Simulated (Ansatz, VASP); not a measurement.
One calculation of Zr, two programs

```
Zr
1.0
     3.24458    0.00000    0.00000
    -1.62229    2.80989    0.00000
     0.00000    0.00000    5.15736
Zr
2
Cartesian
  0.0000 1.8733 1.2893
  1.6223 0.9366 3.8680
```

Alike in both runs: task single point; functional r2SCAN; k mesh 11 × 11 × 6; occupations methfessel-paxton of order 1, width 0.3 eV; no spin polarisation.

|  | VASP | Ansatz |
| --- | --- | --- |
| version | VASP 6.6.1 | Ansatz 0.2.0 |
| potentials or method | VASP PAW PBE potentials, release 64 (Zr_sv), cutoff 520 eV | plane waves (500 eV) with PAW, scalar-relativistic |
| valence electrons in the cell | 24 | 24 |

```csv
,VASP,Ansatz,Ansatz less VASP
pressure (GPa),-0.1,-0.1,0.00
"traceless stress, the component that is largest in VASP (GPa)",-0.20,-0.19,+0.008
```

VASP's potentials were made for PBE, not for r2SCAN. With one functional, cell and mesh, what is left measures potentials, basis and numerics.
